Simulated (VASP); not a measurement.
Write the native input for VASP 6.6.1 that does the following.

| Quantity | Value |
| --- | --- |
| Task | single point |
| Functional | PBE |
| Potentials or basis | VASP PAW PBE potentials, release 64 (Sn_d, O) |
| Cutoff | 520 eV |
| k mesh | 8 × 8 × 8 |
| Occupations | fermi-dirac, width 0.02 eV |
| Spin | no spin polarisation |
| Dipole correction | no |
| Further INCAR settings | ALGO = Normal; EDIFF = 1e-07; NBANDS = 20 |

The structure of SnO2 lies in POSCAR:

```
SnO2
1.0
    0.0050669339      2.5385339043      2.5385339043
    2.5385339043      0.0050669339      2.5385339043
    2.5385339043      2.5385339043      0.0050669339
Sn O
1 2
Direct
    0.0000000000      0.0000000000      0.0000000000
    0.2500000000      0.2500000000      0.2500000000
    0.7500000000      0.7500000000      0.7500000000
```

This cell differs from its parent crystal: strain along [111] +0.3%.

These files were run (other wordings do the same):

INCAR

```
ALGO     = Normal         # electronic algorithm
EDIFF    = 1E-7           # SCF threshold, eV
ENCUT    = 520            # plane-wave cutoff, eV
GGA      = PE             # functional
ISIF     = 2              # what is computed and relaxed
ISMEAR   = -1             # smearing method
LASPH    = True           # aspherical terms in the spheres
LCHARG   = False          # write CHGCAR
LREAL    = False          # projectors in reciprocal space
LWAVE    = False          # write WAVECAR
NBANDS   = 20             # bands
NELM     = 80             # most SCF steps
PREC     = Accurate       # precision mode
SIGMA    = 0.02           # smearing width, eV
```

KPOINTS

```
k-points
0
Gamma
  8 8 8
```

Potentials or basis: VASP PAW PBE potentials, release 64 (Sn_d, O).

Run with:

```bash
$ cat potpaw_PBE.64/Sn_d/POTCAR potpaw_PBE.64/O/POTCAR > POTCAR
$ mpirun -np 1 vasp_std > vasp.out
```

Results of the run:

```json
{
 "Pressure": "9.3 GPa",
 "Largest force": "0.013 eV/Å",
 "Band gap on the k mesh": "0.25 eV (least direct gap 1.63 eV)"
}
```

Caveat: the cell differs from its parent crystal (strain along [111] +0.3%); the cell stands under pressure; spin-orbit coupling is left out, which moves the levels of the heavy elements.

Wall time 52 s on 1 thread of Intel(R) Xeon(R) Platinum 8175M CPU @ 2.50GHz (Skylake/Cascade Lake), on a shared host, peak memory 0.18 GiB.
